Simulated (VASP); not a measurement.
# TaN (Fm-3m) in VASP: notebook

Runs on TaN. Level: PBEsol. Tasks: single point.

All numbers are computed with VASP 6.6.1; they aren't measurements. Logs are shortened: lines on timing, memory, paths and dates and some standing lists are left out, and cuts for length are marked.

## Step 1: The cell of the first run

It takes space group Fm-3m (No. 225, cubic). Conventional cell: a = 4.358 Å, b = 4.358 Å, c = 4.358 Å, α = 90.00°, β = 90.00°, γ = 90.00°. Ta (site symmetry m-3m) has 6 N at 2.18 Å within 2.9 Å. Within 2.9 Å of N (site symmetry m-3m) lie 6 Ta at 2.18 Å.

## Step 2: Single point, PBEsol

INCAR

```
SYSTEM = TaN
PREC = Accurate
ENCUT = 520
EDIFF = 1E-7
ISMEAR = 0
SIGMA = 0.15
LREAL = .FALSE.
LASPH = .TRUE.
NELM = 100
ALGO = Normal
ISIF = 2
LWAVE = .FALSE.
LCHARG = .FALSE.
GGA = PS
NBANDS = 15
```

KPOINTS

```
regular mesh
0
G
  18 18 18
  0 0 0
```

POSCAR

```
TaN
1.0
    0.0000000000      2.1790000000      2.1790000000
    2.1790000000      0.0000000000      2.1790000000
    2.1790000000      2.1790000000      0.0000000000
Ta N
1 1
Direct
    0.5000000000      0.5000000000      0.5000000000
    0.0000000000      0.0000000000      0.0000000000
```

Potentials or basis: VASP PAW PBE potentials, release 64 (Ta_pv, N).

Started as:

```
$ cat potpaw_PBE.64/Ta_pv/POTCAR potpaw_PBE.64/N/POTCAR > POTCAR
$ mpirun -np 1 vasp_std > vasp.out
```

OUTCAR:

```text
SYSTEM = TaN
   PREC = Accurate
   ENCUT = 520
   EDIFF = 1E-7
   ISMEAR = 0
   LREAL = .FALSE.
   LASPH = .TRUE.
   NELM = 100
   ISIF = 2
   GGA = PS

 ion  position               nearest neighbor table
   1  0.500  0.500  0.500-   2 2.18   2 2.18   2 2.18   2 2.18   2 2.18   2 2.18
   2  0.000  0.000  0.000-   1 2.18   1 2.18   1 2.18   1 2.18   1 2.18   1 2.18

  LATTYP: Found a face centered cubic cell.
 ALAT       =     4.3580000000

  Lattice vectors:

 A1 = (   0.0000000000,   2.1790000000,   2.1790000000)
 A2 = (   2.1790000000,   0.0000000000,   2.1790000000)
 A3 = (   2.1790000000,   2.1790000000,   0.0000000000)

Analysis of symmetry for initial positions (statically):
=====================================================================
 Subroutine PRICEL returns:
 Original cell was already a primitive cell.

 Routine SETGRP: Setting up the symmetry group for a
 face centered cubic supercell.

 Subroutine GETGRP returns: Found 48 space group operations
 (whereof 48 operations were pure point group operations)
 out of a pool of 48 trial point group operations.

The static configuration has the point symmetry O_h .

Analysis of symmetry for dynamics (positions and initial velocities):
=====================================================================
 Subroutine PRICEL returns:
 Original cell was already a primitive cell.

 Routine SETGRP: Setting up the symmetry group for a
 face centered cubic supercell.

 Subroutine GETGRP returns: Found 48 space group operations
 (whereof 48 operations were pure point group operations)
 out of a pool of 48 trial point group operations.

The dynamic configuration has the point symmetry O_h .

 Subroutine INISYM returns: Found 48 space group operations
 (whereof 48 operations are pure point group operations),
 and found     1 'primitive' translations

----------------------------------------------------------------------------------------

                                     Primitive cell

  volume of cell :      20.6920

  direct lattice vectors                    reciprocal lattice vectors
     0.000000000  2.179000000  2.179000000    -0.229463056  0.229463056  0.229463056
     2.179000000  0.000000000  2.179000000     0.229463056 -0.229463056  0.229463056
     2.179000000  2.179000000  0.000000000     0.229463056  0.229463056 -0.229463056

  length of vectors
     3.081571352  3.081571352  3.081571352     0.397441672  0.397441672  0.397441672

  position of ions in fractional coordinates (direct lattice)
     0.500000000  0.500000000  0.500000000
     0.000000000  0.000000000  0.000000000

  ion indices of the primitive-cell ions
   primitive index   ion index
                 1           1
                 2           2

----------------------------------------------------------------------------------------

 KPOINTS: regular mesh

Automatic generation of k-mesh.
 Grid dimensions read from file:
 generate k-points for:   18   18   18

 Generating k-lattice:

  Cartesian coordinates                     Fractional coordinates (reciprocal lattice)
    -0.012747948  0.012747948  0.012747948     0.055555556  0.000000000  0.000000000
     0.012747948 -0.012747948  0.012747948     0.000000000  0.055555556  0.000000000
     0.012747948  0.012747948 -0.012747948     0.000000000  0.000000000  0.055555556

  Length of vectors
     0.022080093  0.022080093  0.022080093

  Shift w.r.t. Gamma in fractional coordinates (k-lattice)
     0.000000000  0.000000000  0.000000000

 Subroutine IBZKPT returns following result:
 ===========================================

 Found    195 irreducible k-points:

 Following reciprocal coordinates:
            Coordinates               Weight
  0.000000  0.000000  0.000000      1.000000
  0.055556  0.000000  0.000000      8.000000
  0.111111  0.000000  0.000000      8.000000
  0.166667  0.000000  0.000000      8.000000
  0.222222  0.000000  0.000000      8.000000
  0.277778  0.000000  0.000000      8.000000
[... 16 lines left out ...]
 -0.277778  0.055556  0.000000     24.000000
 -0.222222  0.055556  0.000000     24.000000
 [... further k-points ...]
   k-points           NKPTS =    195   k-points in BZ     NKDIM =    195   number of bands    NBANDS=     15
   number of dos      NEDOS =    301   number of ions     NIONS =      2
   total plane-waves  NPLWV =  13824
   dimension x,y,z NGX =    24 NGY =   24 NGZ =   24
   dimension x,y,z NGXF=    48 NGYF=   48 NGZF=   48
   ions per type =               1   1
   NGX,Y,Z   is equivalent  to a cutoff of  12.95, 12.95, 12.95 a.u.
   NGXF,Y,Z  is equivalent  to a cutoff of  25.90, 25.90, 25.90 a.u.
 SYSTEM =  TaN
   PREC   = accura    normal or accurate (medium, high low for compatibility)
   ISTART =      0    job   : 0-new  1-cont  2-samecut
   ICHARG =      2    charge: 1-file 2-atom 10-const
   ISPIN  =      1    spin polarized calculation?
   LNONCOLLINEAR =      F non collinear calculations
   LSORBIT =      F    spin-orbit coupling
   LASPH  =      T    aspherical Exc in radial PAW
   ENCUT  =  520.0 eV  38.22 Ry    6.18 a.u.   5.73  5.73  5.73*2*pi/ulx,y,z
   NELM   =    100;   NELMIN=  2; NELMDL= -5     # of ELM steps
   EDIFF  = 0.1E-06   stopping-criterion for ELM
   LREAL  =      F    real-space projection
   EDIFFG = 0.1E-05   stopping-criterion for IOM
   NSW    =      0    number of steps for IOM
   IBRION =     -1    ionic relax: 0-MD 1-quasi-New 2-CG
   NFREE  =      0    steps in history (QN), initial steepest desc. (CG)
   ISIF   =      2    stress and relaxation
   ISYM   =      2    0-nonsym 1-usesym 2-fastsym
   POTIM  = 0.5000    time-step for ionic-motion
   TEBEG  =    0.0;   TEEND  =   0.0 temperature during run
   PSTRESS=    0.0 pullay stress
   NELECT =      16.0000    total number of electrons
   NUPDOWN=      -1.0000    fix difference up-down
   EMIN   =  10.00;   EMAX   =-10.00  energy-range for DOS
   EFERMI =   0.00;   METHOD = LEGACY
   ISMEAR =     0;   SIGMA  =   0.15  broadening in eV -4-tet -1-fermi 0-gaus
   EFERMI_NEDOS =   21; number of points for ismear=-14 and -15
   IALGO  =     38    algorithm
   IMIX   =      4    mixing-type and parameters
     AMIX     =   0.40;   BMIX     =  1.00
     AMIX_MAG =   1.60;   BMIX_MAG =  1.00
  volume/ion in A,a.u.               =      10.35        69.82
  Fermi-wavevector in a.u.,A,eV,Ry     =   1.502615  2.839530 30.719922  2.257851
  Thomas-Fermi vector in A             =   2.613832
   LORBIT       =      0    0 simple, 1 ext, 2 COOP (PROOUT), +10 PAW based schemes
   GGA     = PS    functional components
   LHFCALC =     F    Hartree Fock is set to
   AEXX    =    0.0000 exact exchange contribution
   IVDW    =     0    specifies the selected vdW correction
   LEPSILON=     F    determine dielectric tensor
   LRPA    =     F    only Hartree local field effects (RPA)
 non-spin polarized calculation
 Gauss-broadening in eV      SIGMA  =   0.15
  energy-cutoff  :      520.00
  volume of cell :       20.69
 maximum number of plane-waves:       568
   NGX = 11   NGY = 11   NGZ = 11

 number of electron      16.0000000 magnetization

 Free energy of the ion-electron system (eV)
  ---------------------------------------------------
  ext. energy  EPLUGINS =         0.00000000
  ---------------------------------------------------
  free energy    TOTEN  =       -23.21194015 eV

  energy without entropy =      -23.20249674  energy(sigma->0) =      -23.20721845

 E-fermi :   9.6966     XC(G=0): -13.7398

 val. band max:        9.6822376426   @ k =   0.2222   0.1667   0.0556
 cond. band min:       9.7082582733   @ k =  -0.2778   0.3333   0.1111
 fundamental gap:      0.0260206308
 Fermi energy:         9.6965793189

 k-point     1 :       0.0000    0.0000    0.0000
  band No.  band energies     occupation
      1     -25.9649      2.00000
      2     -25.9649      2.00000
      3     -25.9649      2.00000
      4      -9.3453      2.00000
      5       5.8163      2.00000
      6       5.8163      2.00000
      7       5.8163      2.00000
      8       7.4812      2.00000
      9       7.4812      2.00000
     10       7.4812      2.00000
     11       9.7197      0.82725
     12       9.7197      0.82725
     13      11.4701      0.00000
     14      19.0742      0.00000
     15      22.1142      0.00000

 k-point     2 :       0.0556    0.0000    0.0000
  band No.  band energies     occupation
      1     -25.9964      2.00000
      2     -25.9677      2.00000
      3     -25.9677      2.00000
      4      -9.2647      2.00000
      5       5.3840      2.00000
      6       5.5225      2.00000
      7       5.5225      2.00000
      8       7.6156      2.00000
      9       7.6156      2.00000
     10       7.6860      2.00000
     11      10.0517      0.00081
     12      10.0517      0.00081
     13      11.7003      0.00000
     14      19.3180      0.00000
     15      22.1141      0.00000

 k-point     3 :       0.1111    0.0000    0.0000
  band No.  band energies     occupation
      1     -26.0858      2.00000
      2     -25.9757      2.00000
      3     -25.9757      2.00000
      4      -9.0303      2.00000
      5       4.4774      2.00000
      6       4.8893      2.00000
      7       4.8893      2.00000
      8       7.9300      2.00000
      9       7.9300      2.00000
     10       8.0077      2.00000
     11      10.8805      0.00000
     12      10.8805      0.00000
     13      12.3082      0.00000
     14      20.0066      0.00000
     15      22.1136      0.00000
[... 343 lines left out ...]
 k-point    23 :      -0.2778    0.0556    0.0000
  band No.  band energies     occupation
      1     -26.5949      2.00000
      2     -26.0576      2.00000
      3     -26.0125      2.00000
      4      -7.4568      2.00000
      5       1.0292      2.00000
      6       2.6463      2.00000
      7       3.0020      2.00000
      8       9.1663      2.00000
      9       9.5203      1.90352
     10      10.5218      0.00000
     11      13.7480      0.00000
     12      15.1453      0.00000
     13      15.3675      0.00000
     14      22.0435      0.00000
     15      22.4106      0.00000

 k-point    24 :      -0.2222    0.0556    0.0000
  band No.  band energies     occupation
      1     -26.4373      2.00000
      2     -26.0412      2.00000
      3     -25.9960      2.00000
      4      -7.9823      2.00000
      5       1.9376      2.00000
      6       3.1293      2.00000
      7       3.5532      2.00000
      8       8.7050      2.00000
      9       8.8531      2.00000
     10       9.8238      0.23023
     11      12.6443      0.00000
     12      14.2159      0.00000
     13      14.5259      0.00000
     14      22.0910      0.00000
     15      22.3582      0.00000

 [... further k-points ...]

------------------------ aborting loop because EDIFF is reached ----------------------------------------

  FORCE on cell =-STRESS in cart. coord.  units (eV):
  Direction    XX          YY          ZZ          XY          YZ          ZX
  --------------------------------------------------------------------------------------
  -------------------------------------------------------------------------------------
  Total        0.7121886      0.7121886      0.7121886      0.0000000      0.0000000      0.0000000
  in kB       55.1447150     55.1447150     55.1447150      0.0000000      0.0000000      0.0000000
  external PRESSURE =      55.1447150 kB  Pullay stress =       0.0000000 kB

 VOLUME and BASIS-vectors are now :
 -----------------------------------------------------------------------------
  energy-cutoff  :      520.00
  volume of cell :       20.69
      direct lattice vectors                 reciprocal lattice vectors
     0.000000000  2.179000000  2.179000000    -0.229463056  0.229463056  0.229463056
     2.179000000  0.000000000  2.179000000     0.229463056 -0.229463056  0.229463056
     2.179000000  2.179000000  0.000000000     0.229463056  0.229463056 -0.229463056

 POSITION                                       TOTAL-FORCE (eV/Angst)
 -----------------------------------------------------------------------------------
      2.17900      2.17900      2.17900         0.000000      0.000000      0.000000
      0.00000      0.00000      0.00000        -0.000000     -0.000000     -0.000000
 -----------------------------------------------------------------------------------
    total drift:                                0.000000     -0.000000     -0.000000

  FREE ENERGIE OF THE ION-ELECTRON SYSTEM (eV)
  ---------------------------------------------------
  free  energy   TOTEN  =       -23.2119401502 eV

  energy  without entropy=      -23.2024967404  energy(sigma->0) =      -23.20721845
```

Wall time 84 s (1 thread of AMD EPYC 7R43 (Zen 3), shared host); peak memory 0.15 GiB.

What came out:

| Property | Result |
| --- | --- |
| Free energy | -23.2119 eV |
| Pressure | 5.5 GPa |
| Band gap on the k mesh | zero (band 8 reaches 11.68 eV, above the bottom of band 9 at 7.48 eV) |

Levels at points of the mesh, in eV from the Fermi level:
```
           k point  band 5  band 6  band 7  band 8  band 9  band 10  band 11  band 12
(0.00, 0.00, 0.00)   -3.88   -3.88   -3.88   -2.22   -2.22    -2.22     0.02     0.02
(0.50, 0.00, 0.00)  -10.64   -7.79   -7.79    1.98    1.98     2.09     3.89     7.84
(0.50, 0.50, 0.00)   -6.69   -5.70   -4.69   -4.69    2.17     3.71     3.71     4.85
```

Caveat: the PAW data sets were made with another functional, which shifts forces and pressure a little; spin-orbit coupling is left out, which moves the levels of the heavy elements.

## Step 3: Single point, PBEsol

INCAR

```
SYSTEM = TaN
PREC     = Accurate       ! precision mode
ENCUT    = 520            ! plane-wave cutoff, eV
EDIFF    = 1E-7           ! SCF threshold, eV
ISMEAR   = 0              ! smearing method
SIGMA    = 0.15           ! smearing width, eV
LREAL    = .False.        ! projectors in reciprocal space
LASPH    = .True.         ! aspherical terms in the spheres
NELM     = 80             ! most SCF steps
ALGO     = Normal         ! electronic algorithm
ISIF     = 2              ! what is computed and relaxed
LWAVE    = .False.        ! write WAVECAR
LCHARG   = .False.        ! write CHGCAR
GGA      = PS             ! functional
NBANDS   = 15             ! bands
```

KPOINTS

```
Automatic mesh
0
Gamma
  20 20 20
  0 0 0
```

POSCAR is that of step 2.

Potentials or basis: VASP PAW PBE potentials, release 64 (Ta_pv, N).

Started as:

```
$ cat potpaw_PBE.64/Ta_pv/POTCAR potpaw_PBE.64/N/POTCAR > POTCAR
$ mpirun -np 1 vasp_std > vasp.out
```

OUTCAR:

```text
SYSTEM = TaN
   PREC = Accurate
   ENCUT = 520
   EDIFF = 1E-7
   ISMEAR = 0
   LREAL = .False.
   LASPH = .True.
   NELM = 80
   ISIF = 2
   GGA = PS

 ion  position               nearest neighbor table
   1  0.500  0.500  0.500-   2 2.18   2 2.18   2 2.18   2 2.18   2 2.18   2 2.18
   2  0.000  0.000  0.000-   1 2.18   1 2.18   1 2.18   1 2.18   1 2.18   1 2.18

  LATTYP: Found a face centered cubic cell.
 ALAT       =     4.3580000000

  Lattice vectors:

 A1 = (   0.0000000000,   2.1790000000,   2.1790000000)
 A2 = (   2.1790000000,   0.0000000000,   2.1790000000)
 A3 = (   2.1790000000,   2.1790000000,   0.0000000000)

Analysis of symmetry for initial positions (statically):
=====================================================================
 Subroutine PRICEL returns:
 Original cell was already a primitive cell.

 Routine SETGRP: Setting up the symmetry group for a
 face centered cubic supercell.

 Subroutine GETGRP returns: Found 48 space group operations
 (whereof 48 operations were pure point group operations)
 out of a pool of 48 trial point group operations.

The static configuration has the point symmetry O_h .

Analysis of symmetry for dynamics (positions and initial velocities):
[... 179 lines left out ...]
     12       9.7187      0.69138
     13      11.4705      0.00000
     14      19.0742      0.00000
[... 401 lines left out ...]
      2     -26.0699      2.00000
      3     -26.0361      2.00000
      4      -6.8079      2.00000
      5       0.0425      2.00000
      6       2.2127      2.00000
      7       2.4335      2.00000
      8       9.9835      0.00381
      9      10.4580      0.00000
     10      11.2684      0.00000
     11      14.6905      0.00000
     12      15.7699      0.00000
     13      16.5758      0.00000
     14      21.6900      0.00000
     15      22.2060      0.00000

 [... further k-points ...]

------------------------ aborting loop because EDIFF is reached ----------------------------------------

  FORCE on cell =-STRESS in cart. coord.  units (eV):
  Direction    XX          YY          ZZ          XY          YZ          ZX
  --------------------------------------------------------------------------------------
  -------------------------------------------------------------------------------------
  Total        0.7099844      0.7099844      0.7099844      0.0000000     -0.0000000      0.0000000
  in kB       54.9740499     54.9740499     54.9740499      0.0000000     -0.0000000      0.0000000
  external PRESSURE =      54.9740499 kB  Pullay stress =       0.0000000 kB

 VOLUME and BASIS-vectors are now :
 -----------------------------------------------------------------------------
  energy-cutoff  :      520.00
  volume of cell :       20.69
      direct lattice vectors                 reciprocal lattice vectors
     0.000000000  2.179000000  2.179000000    -0.229463056  0.229463056  0.229463056
     2.179000000  0.000000000  2.179000000     0.229463056 -0.229463056  0.229463056
     2.179000000  2.179000000  0.000000000     0.229463056  0.229463056 -0.229463056

 POSITION                                       TOTAL-FORCE (eV/Angst)
 -----------------------------------------------------------------------------------
      2.17900      2.17900      2.17900         0.000000      0.000000     -0.000000
      0.00000      0.00000      0.00000        -0.000000     -0.000000      0.000000
 -----------------------------------------------------------------------------------
    total drift:                                0.000000     -0.000000     -0.000000

  FREE ENERGIE OF THE ION-ELECTRON SYSTEM (eV)
  ---------------------------------------------------
  free  energy   TOTEN  =       -23.2130310535 eV

  energy  without entropy=      -23.2050125760  energy(sigma->0) =      -23.20902181
```

stdout:

```text
POSCAR found type information on POSCAR TaN
 POSCAR found :  2 types and       2 ions
 scaLAPACK will be used
 -----------------------------------------------------------------------------
|                                                                             |
|                                                                             |
|     You enforced a specific xc type in the INCAR file but a different       |
|     I HOPE YOU KNOW WHAT YOU ARE DOING!                                     |
|                                                                             |
 -----------------------------------------------------------------------------

 LDA part: xc-table for (Slater+PW92), standard interpolation
 POSCAR, INCAR and KPOINTS ok, starting setup
 FFT: planning ... GRIDC
 FFT: planning ... GRID_SOFT
 FFT: planning ... GRID
 WAVECAR not read
 entering main loop
```

Run time: 1.7 min. Hardware: 1 thread of AMD EPYC 7R43 (Zen 3), shared host; peak memory 0.17 GiB.

What came out:

| Item | Value |
| --- | --- |
| Free energy | -23.2130 eV |
| Pressure | 5.5 GPa |
| Band gap on the k mesh | zero (band 8 reaches 11.68 eV, above the bottom of band 9 at 7.48 eV) |

Caveat: the PAW data sets were made with another functional, which shifts forces and pressure a little; spin-orbit coupling is left out, which moves the levels of the heavy elements.
